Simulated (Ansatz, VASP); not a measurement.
One calculation of Si2Ni, two programs

```xyz
3
Lattice="0.0000 2.5824 2.5824 2.5824 0.0000 2.5824 2.5824 2.5824 0.0000" Properties=species:S:1:pos:R:3 pbc="T T T"
Ni    0.0000    0.0000    0.0000
Si    1.2912    1.2912    1.2912
Si    3.8736    3.8736    3.8736
```

Change from the starting cell: volume scaled by 0.88, LAPW.

Alike in both runs: task single point; functional PBEsol; k mesh 11 × 11 × 11; occupations fermi-dirac, width 0.05 eV; no spin polarisation.

|  | VASP | Ansatz |
| --- | --- | --- |
| version | VASP 6.6.1 | Ansatz 0.2.0 |
| potentials or method | VASP PAW PBE potentials, release 64 (Ni, Si), cutoff 520 eV | all-electron LAPW, scalar-relativistic |

|  | VASP | Ansatz | Ansatz less VASP |
| --- | --- | --- | --- |
| pressure (GPa) | 27.6 | 27.4 | -0.15 |

VASP's potentials were made for PBE, not for PBEsol. Ansatz ran all-electron here, and VASP with PAW potentials.
